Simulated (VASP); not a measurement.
# AgB2 (P6/mmm) in VASP: further runs

AgB2 is run at these levels: r2SCAN; tasks: single point.

Program: VASP 6.6.1. These are calculated values, not measurements. Logs are shortened: lines on timing, memory, paths and dates and some standing lists are left out, and cuts for length are marked.

### 1 The cell of the first run

It takes space group P6/mmm (No. 191, hexagonal). The conventional cell has a = 3.027 Å, b = 3.027 Å, c = 4.064 Å, α = 90.00°, β = 90.00°, γ = 120.00°. Within 3.5 Å of Ag (site symmetry 6/mmm) lie 12 B at 2.68 Å and 6 Ag at 3.03 Å. B (site symmetry -6m2) has 3 B at 1.75 Å within 2.3 Å.

### 2 Single point, r2SCAN

Input file POSCAR:

```
AgB2
1.0
    3.0268000000      0.0000000000      0.0000000000
   -1.5134000000      2.6212900000      0.0000000000
    0.0000000000      0.0000000000      4.0639200000
Ag B
1 2
Direct
    0.0000000000      0.0000000000      0.0000000000
    0.3333333333      0.6666666667      0.5000000000
    0.6666666667      0.3333333333      0.5000000000
```

Input file INCAR.step1:

```
PREC     = Accurate       # precision mode
ENCUT    = 520            # plane-wave cutoff, eV
ISMEAR   = -1             # smearing method
SIGMA    = 0.1            # smearing width, eV
LREAL    = False          # projectors in reciprocal space
LASPH    = True           # aspherical terms in the spheres
NELM     = 80             # most SCF steps
NBANDS   = 16             # bands
GGA      = PE             # functional
ALGO     = Normal         # electronic algorithm
EDIFF    = 1E-4           # SCF threshold, eV
LWAVE    = True           # write WAVECAR
LCHARG   = False          # write CHGCAR
```

Input file INCAR.step2:

```
PREC     = Accurate       # precision mode
ENCUT    = 520            # plane-wave cutoff, eV
EDIFF    = 1E-6           # SCF threshold, eV
ISMEAR   = -1             # smearing method
SIGMA    = 0.1            # smearing width, eV
LREAL    = False          # projectors in reciprocal space
LASPH    = True           # aspherical terms in the spheres
NELM     = 80             # most SCF steps
ALGO     = Normal         # electronic algorithm
ISIF     = 2              # what is computed and relaxed
LWAVE    = False          # write WAVECAR
LCHARG   = False          # write CHGCAR
METAGGA  = R2SCAN         # meta-GGA
LMIXTAU  = True         
NBANDS   = 16             # bands
ISTART   = 1
```

Input file KPOINTS:

```
regular mesh
0
Gamma
  10 10 6
```

Potentials or basis: VASP PAW PBE potentials, release 64 (Ag, B).

On the command line:

```
cat potpaw_PBE.64/Ag/POTCAR potpaw_PBE.64/B/POTCAR > POTCAR
cp INCAR.step1 INCAR
mpirun -np 1 vasp_std > vasp.out
cp INCAR.step2 INCAR
mpirun -np 1 vasp_std > vasp.out
```

OUTCAR:

```text
PREC = Accurate
   ENCUT = 520
   EDIFF = 1E-6
   ISMEAR = -1
   LREAL = False
   LASPH = True
   NELM = 80
   ISIF = 2
   METAGGA = R2SCAN
   ISTART = 1

 ion  position               nearest neighbor table
   1  0.000  0.000  0.000-   2 2.68   3 2.68   2 2.68   3 2.68   3 2.68   3 2.68   2 2.68   2 2.68
                             3 2.68   3 2.68   2 2.68   2 2.68
   2  0.333  0.667  0.500-   3 1.75   3 1.75   3 1.75   1 2.68   1 2.68   1 2.68   1 2.68   1 2.68
                             1 2.68
   3  0.667  0.333  0.500-   2 1.75   2 1.75   2 1.75   1 2.68   1 2.68   1 2.68   1 2.68   1 2.68
                             1 2.68

  LATTYP: Found a hexagonal cell.
 ALAT       =     3.0268000000
 C/A-ratio  =     1.3426456984

  Lattice vectors:

 A1 = (   3.0268000000,   0.0000000000,   0.0000000000)
 A2 = (  -1.5134000000,   2.6212900000,   0.0000000000)
 A3 = (   0.0000000000,   0.0000000000,   4.0639200000)

Analysis of symmetry for initial positions (statically):
=====================================================================
 Subroutine PRICEL returns:
 Original cell was already a primitive cell.

 Routine SETGRP: Setting up the symmetry group for a
 hexagonal supercell.

 Subroutine GETGRP returns: Found 24 space group operations
 (whereof 24 operations were pure point group operations)
 out of a pool of 24 trial point group operations.

The static configuration has the point symmetry D_6h.

Analysis of symmetry for dynamics (positions and initial velocities):
=====================================================================
 Subroutine PRICEL returns:
 Original cell was already a primitive cell.

 Routine SETGRP: Setting up the symmetry group for a
 hexagonal supercell.

 Subroutine GETGRP returns: Found 24 space group operations
 (whereof 24 operations were pure point group operations)
 out of a pool of 24 trial point group operations.

The dynamic configuration has the point symmetry D_6h.

 Subroutine INISYM returns: Found 24 space group operations
 (whereof 24 operations are pure point group operations),
 and found     1 'primitive' translations

----------------------------------------------------------------------------------------

                                     Primitive cell

  volume of cell :      32.2436

  direct lattice vectors                    reciprocal lattice vectors
     3.026800000  0.000000000  0.000000000     0.330381922  0.190745778  0.000000000
    -1.513400000  2.621290000  0.000000000     0.000000000  0.381491556  0.000000000
     0.000000000  0.000000000  4.063920000     0.000000000  0.000000000  0.246067836

  length of vectors
     3.026800000  3.026803731  4.063920000     0.381492026  0.381491556  0.246067836

  position of ions in fractional coordinates (direct lattice)
     0.000000000  0.000000000  0.000000000
     0.333333333  0.666666667  0.500000000
     0.666666667  0.333333333  0.500000000

  ion indices of the primitive-cell ions
   primitive index   ion index
                 1           1
                 2           2
                 3           3

----------------------------------------------------------------------------------------

 KPOINTS: regular mesh

Automatic generation of k-mesh.
 Grid dimensions read from file:
 generate k-points for:   10   10    6

 Generating k-lattice:

  Cartesian coordinates                     Fractional coordinates (reciprocal lattice)
     0.033038192  0.019074578  0.000000000     0.100000000  0.000000000  0.000000000
     0.000000000  0.038149156  0.000000000     0.000000000  0.100000000  0.000000000
     0.000000000  0.000000000  0.041011306     0.000000000  0.000000000  0.166666667

  Length of vectors
     0.038149203  0.038149156  0.041011306

  Shift w.r.t. Gamma in fractional coordinates (k-lattice)
     0.000000000  0.000000000  0.000000000

 Subroutine IBZKPT returns following result:
 ===========================================

 Found     56 irreducible k-points:

 Following reciprocal coordinates:
            Coordinates               Weight
  0.000000  0.000000  0.000000      1.000000
  0.100000 -0.000000  0.000000      6.000000
  0.200000 -0.000000  0.000000      6.000000
  0.300000  0.000000  0.000000      6.000000
  0.400000 -0.000000  0.000000      6.000000
  0.500000 -0.000000  0.000000      3.000000
[... 16 lines left out ...]
  0.300000  0.100000  0.166667     24.000000
  0.400000  0.100000  0.166667     24.000000
 [... further k-points ...]
   k-points           NKPTS =     56   k-points in BZ     NKDIM =     56   number of bands    NBANDS=     16
   number of dos      NEDOS =    301   number of ions     NIONS =      3
   total plane-waves  NPLWV =  17280
   dimension x,y,z NGX =    24 NGY =   24 NGZ =   30
   dimension x,y,z NGXF=    48 NGYF=   48 NGZF=   60
   ions per type =               1   2
   NGX,Y,Z   is equivalent  to a cutoff of  13.18, 13.18, 12.27 a.u.
   NGXF,Y,Z  is equivalent  to a cutoff of  26.36, 26.36, 24.54 a.u.
 SYSTEM =  unknown system
   PREC   = accura    normal or accurate (medium, high low for compatibility)
   ISTART =      1    job   : 0-new  1-cont  2-samecut
   ICHARG =      0    charge: 1-file 2-atom 10-const
   ISPIN  =      1    spin polarized calculation?
   LNONCOLLINEAR =      F non collinear calculations
   LSORBIT =      F    spin-orbit coupling
   LASPH  =      T    aspherical Exc in radial PAW
   ENCUT  =  520.0 eV  38.22 Ry    6.18 a.u.   5.63  5.63  7.56*2*pi/ulx,y,z
   NELM   =     80;   NELMIN=  2; NELMDL=  0     # of ELM steps
   EDIFF  = 0.1E-05   stopping-criterion for ELM
   LREAL  =      F    real-space projection
   EDIFFG = 0.1E-04   stopping-criterion for IOM
   NSW    =      0    number of steps for IOM
   IBRION =     -1    ionic relax: 0-MD 1-quasi-New 2-CG
   NFREE  =      0    steps in history (QN), initial steepest desc. (CG)
   ISIF   =      2    stress and relaxation
   ISYM   =      2    0-nonsym 1-usesym 2-fastsym
   POTIM  = 0.5000    time-step for ionic-motion
   TEBEG  =    0.0;   TEEND  =   0.0 temperature during run
   PSTRESS=    0.0 pullay stress
   NELECT =      17.0000    total number of electrons
   NUPDOWN=      -1.0000    fix difference up-down
   EMIN   =  10.00;   EMAX   =-10.00  energy-range for DOS
   EFERMI =   0.00;   METHOD = LEGACY
   ISMEAR =    -1;   SIGMA  =   0.10  broadening in eV -4-tet -1-fermi 0-gaus
   EFERMI_NEDOS =   21; number of points for ismear=-14 and -15
   IALGO  =     38    algorithm
   IMIX   =      4    mixing-type and parameters
     AMIX     =   0.40;   BMIX     =  1.00
     AMIX_MAG =   1.60;   BMIX_MAG =  1.00
  volume/ion in A,a.u.               =      10.75        72.53
  Fermi-wavevector in a.u.,A,eV,Ry     =   1.322543  2.499244 23.798225  1.749120
  Thomas-Fermi vector in A             =   2.452216
   LORBIT       =      0    0 simple, 1 ext, 2 COOP (PROOUT), +10 PAW based schemes
   METAGGA = R2SCAN    functional components
   LHFCALC =     F    Hartree Fock is set to
   AEXX    =    0.0000 exact exchange contribution
   IVDW    =     0    specifies the selected vdW correction
   LEPSILON=     F    determine dielectric tensor
   LRPA    =     F    only Hartree local field effects (RPA)
 non-spin polarized calculation
  energy-cutoff  :      520.00
  volume of cell :       32.24
 maximum number of plane-waves:       891
 NGX is ok and might be reduce to    24
   NGX = 11   NGY = 11   NGZ = 15

 number of electron      16.9999996 magnetization

 Free energy of the ion-electron system (eV)
  ---------------------------------------------------
  ext. energy  EPLUGINS =         0.00000000
  ---------------------------------------------------
  free energy    TOTEN  =       -34.51226354 eV

  energy without entropy =      -34.49080242  energy(sigma->0) =      -34.50153298

 E-fermi :   7.0118     XC(G=0): -12.6991

 val. band max:        6.9713878159   @ k =   0.1000   0.1000   0.0000
 cond. band min:       7.0340488993   @ k =   0.2000  -0.0000   0.1667
 fundamental gap:      0.0626610834
 Fermi energy:         7.0117963116

 k-point     1 :       0.0000    0.0000    0.0000
  band No.  band energies     occupation
      1      -5.7438      2.00000
      2       1.1153      2.00000
      3       1.9318      2.00000
      4       1.9318      2.00000
      5       2.9004      2.00000
      6       2.9004      2.00000
[... 8 lines left out ...]
     15      24.6227      0.00000
     16      25.9246      0.00000

 k-point     2 :       0.1000   -0.0000    0.0000
  band No.  band energies     occupation
      1      -5.5539      2.00000
      2       1.2430      2.00000
      3       1.8365      2.00000
      4       2.0464      2.00000
      5       2.2104      2.00000
      6       2.8738      2.00000
[... 8 lines left out ...]
     15      25.1626      0.00000
     16      25.1738      0.00000

 k-point     3 :       0.2000   -0.0000    0.0000
  band No.  band energies     occupation
      1      -4.9917      2.00000
      2       1.3941      2.00000
      3       1.6142      2.00000
      4       1.7229      2.00000
      5       2.3636      2.00000
      6       2.8047      2.00000
[... 8 lines left out ...]
     15      23.4553      0.00000
     16      23.8947      0.00000

 k-point     4 :       0.3000    0.0000    0.0000
  band No.  band energies     occupation
      1      -4.0793      2.00000
      2       1.0222      2.00000
      3       1.2055      2.00000
      4       1.7564      2.00000
      5       2.7205      2.00000
      6       2.8019      2.00000
[... 8 lines left out ...]
     15      21.7848      0.00000
     16      23.4289      0.00000
[... 324 lines left out ...]
 k-point    22 :       0.2000    0.1000    0.1667
  band No.  band energies     occupation
      1      -4.3117      2.00000
      2       1.1044      2.00000
      3       1.4816      2.00000
      4       1.7754      2.00000
      5       2.5359      2.00000
      6       2.7247      2.00000
[... 8 lines left out ...]
     15      20.1584      0.00000
     16      23.7023      0.00000

 k-point    23 :       0.3000    0.1000    0.1667
  band No.  band energies     occupation
      1      -3.2901      2.00000
      2       0.5283      2.00000
      3       1.3413      2.00000
      4       1.7484      2.00000
      5       2.3660      2.00000
      6       3.0607      2.00000
[... 8 lines left out ...]
     15      20.8495      0.00000
     16      22.7515      0.00000

 k-point    24 :       0.4000    0.1000    0.1667
  band No.  band energies     occupation
      1      -2.0355      2.00000
      2      -0.5687      2.00000
      3       1.2610      2.00000
      4       1.5036      2.00000
      5       2.2280      2.00000
      6       3.2952      2.00000
[... 8 lines left out ...]
     15      21.6259      0.00000
     16      23.4633      0.00000

 [... further k-points ...]
[... 5 lines left out ...]
  --------------------------------------------------------------------------------------
  -------------------------------------------------------------------------------------
  Total       -0.4408482     -0.4408497     -0.0473760      0.0000000      0.0000000      0.0000000
  in kB      -21.9056285    -21.9057005     -2.3540983      0.0000000      0.0000000      0.0000000
  external PRESSURE =     -15.3884758 kB  Pullay stress =       0.0000000 kB

 VOLUME and BASIS-vectors are now :
 -----------------------------------------------------------------------------
  energy-cutoff  :      520.00
  volume of cell :       32.24
      direct lattice vectors                 reciprocal lattice vectors
     3.026800000  0.000000000  0.000000000     0.330381922  0.190745778  0.000000000
    -1.513400000  2.621290000  0.000000000     0.000000000  0.381491556  0.000000000
     0.000000000  0.000000000  4.063920000     0.000000000  0.000000000  0.246067836

 POSITION                                       TOTAL-FORCE (eV/Angst)
 -----------------------------------------------------------------------------------
      0.00000      0.00000      0.00000         0.000000      0.000000     -0.000000
     -0.00000      1.74753      2.03196         0.000000      0.000000      0.000000
      1.51340      0.87376      2.03196        -0.000000      0.000000     -0.000000
 -----------------------------------------------------------------------------------
    total drift:                               -0.000000      0.000000     -0.000000

  FREE ENERGIE OF THE ION-ELECTRON SYSTEM (eV)
  ---------------------------------------------------
  free  energy   TOTEN  =       -34.5122635436 eV

  energy  without entropy=      -34.4908024176  energy(sigma->0) =      -34.50153298
```

Wall time 67 s (1 thread of Intel Xeon Platinum 8488C (Sapphire Rapids), shared host); peak memory 0.16 GiB.

What came out:

```yaml
Free_energy: -34.5123 eV
Pressure: -1.5 GPa
```

Stress tensor (GPa, compression positive):
```
-2.19  0.00  0.00
 0.00 -2.19  0.00
 0.00  0.00 -0.24
```

Caveat: the PAW data sets were made with another functional, which shifts forces and pressure a little.

### 3 Single point, r2SCAN

POSCAR is that of step 2.

Input file INCAR.step1:

```
SYSTEM = AgB2
  PREC = Accurate
  ENCUT = 520
  ISMEAR = -1
  SIGMA = 0.05
  LREAL = .False.
  LASPH = .True.
  NELM = 80
  NBANDS = 16
  GGA = PE
  ALGO = Normal
  EDIFF = 1E-4
  LWAVE = .True.
  LCHARG = .False.
```

Input file INCAR.step2:

```
SYSTEM = AgB2
  PREC = Accurate
  ENCUT = 520
  EDIFF = 1E-7
  ISMEAR = -1
  SIGMA = 0.05
  LREAL = .False.
  LASPH = .True.
  NELM = 80
  ALGO = Normal
  ISIF = 2
  LWAVE = .False.
  LCHARG = .True.
  METAGGA = R2SCAN
  LMIXTAU = .True.
  LELF = .True.
  LVHAR = .True.
  NBANDS = 16
  ISTART = 1
```

Input file KPOINTS:

```
Automatic mesh
0
Gamma
  10 10 6
  0 0 0
```

Potentials or basis: VASP PAW PBE potentials, release 64 (Ag, B).

On the command line:

```
cat potpaw_PBE.64/Ag/POTCAR potpaw_PBE.64/B/POTCAR > POTCAR
cp INCAR.step1 INCAR
mpirun -np 1 vasp_std > vasp.out
cp INCAR.step2 INCAR
mpirun -np 1 vasp_std > vasp.out
```

It took 68 s on 1 thread of Intel Xeon Platinum 8488C (Sapphire Rapids), shared host; peak memory 0.17 GiB.

It converged, with:

```yaml
Free_energy: -34.5042 eV
Pressure: -1.6 GPa
```

Stress tensor (GPa, compression positive):
```
-2.28  0.00  0.00
 0.00 -2.28  0.00
 0.00  0.00 -0.10
```

Levels at points of the mesh, in eV from the Fermi level:
| k point | band 6 | band 7 | band 8 | band 9 | band 10 | band 11 |
| --- | --- | --- | --- | --- | --- | --- |
| (0.00, 0.00, 0.00) | -4.12 | -3.88 | 1.28 | 1.28 | 1.40 | 7.83 |
| (0.50, 0.00, 0.00) | -3.60 | -2.96 | -1.83 | 2.74 | 3.03 | 4.25 |
| (0.00, 0.00, 0.50) | -4.25 | -4.25 | 0.96 | 0.96 | 8.02 | 9.01 |
| (0.50, 0.00, 0.50) | -3.60 | -2.94 | -2.57 | -0.48 | 1.44 | 6.74 |

Caveat: the PAW data sets were made with another functional, which shifts forces and pressure a little.

### 4 Single point, r2SCAN

POSCAR is that of step 3.

Input file INCAR.step1:

```
PREC = Accurate
ENCUT = 520
ISMEAR = -1
SIGMA = 0.025
LREAL = F
LASPH = T
NELM = 80
NBANDS = 16
GGA = PE
ALGO = Normal
EDIFF = 1E-4
LWAVE = T
LCHARG = F
```

Input file INCAR.step2:

```
PREC = Accurate
ENCUT = 520
EDIFF = 1E-7
ISMEAR = -1
SIGMA = 0.025
LREAL = F
LASPH = T
NELM = 80
ALGO = Normal
ISIF = 2
LWAVE = F
LCHARG = F
METAGGA = R2SCAN
LMIXTAU = T
NBANDS = 16
ISTART = 1
```

Input file KPOINTS:

```
regular mesh
0
Gamma
  10 10 6
```

On the command line:

```
cat potpaw_PBE.64/Ag/POTCAR potpaw_PBE.64/B/POTCAR > POTCAR
cp INCAR.step1 INCAR
mpirun -np 1 vasp_std > vasp.out
cp INCAR.step2 INCAR
mpirun -np 1 vasp_std > vasp.out
```

Wall time 68 s (1 thread of Intel Xeon Platinum 8488C (Sapphire Rapids), shared host); peak memory 0.17 GiB.

It converged, with:

* Free energy: -34.5019 eV
* Pressure: -1.6 GPa

Stress tensor (GPa, compression positive):
```
-2.29  0.00  0.00
 0.00 -2.29  0.00
 0.00  0.00 -0.12
```

Levels at points of the mesh, in eV from the Fermi level:
```csv
k point,band 4,band 5,band 6,band 7,band 8,band 9,band 10,band 11,band 12,band 13
"(0.00, 0.00, 0.00)",-5.10,-4.13,-4.13,-3.89,1.27,1.27,1.39,7.82,7.82,9.88
"(0.50, 0.00, 0.00)",-5.83,-4.40,-3.62,-2.97,-1.84,2.73,3.02,4.23,6.22,8.20
"(0.00, 0.00, 0.50)",-4.99,-4.99,-4.27,-4.27,0.96,0.96,8.01,9.00,9.00,9.76
"(0.50, 0.00, 0.50)",-5.09,-4.24,-3.61,-2.95,-2.58,-0.49,1.43,6.73,9.97,10.06
```

Caveat: the PAW data sets were made with another functional, which shifts forces and pressure a little.

### 5 Overview

```csv
smearing,gap on the mesh (eV),pressure (GPa)
fermi-dirac 0.1 eV,none,-1.5
fermi-dirac 0.05 eV,none,-1.6
fermi-dirac 0.025 eV,none,-1.6
```

Alike in all rows: task single point; level r2SCAN; potentials or basis VASP PAW PBE potentials, release 64 (Ag, B); no spin polarisation; cell as given; k mesh 10 × 10 × 6; cutoff (eV) 520.

Every run on the cell as given and a fine mesh finds a metal.

Caveats: the PAW data sets were made with another functional, which shifts forces and pressure a little.

Total energies depend on the potentials used, so only differences within one code and one set of settings carry meaning.
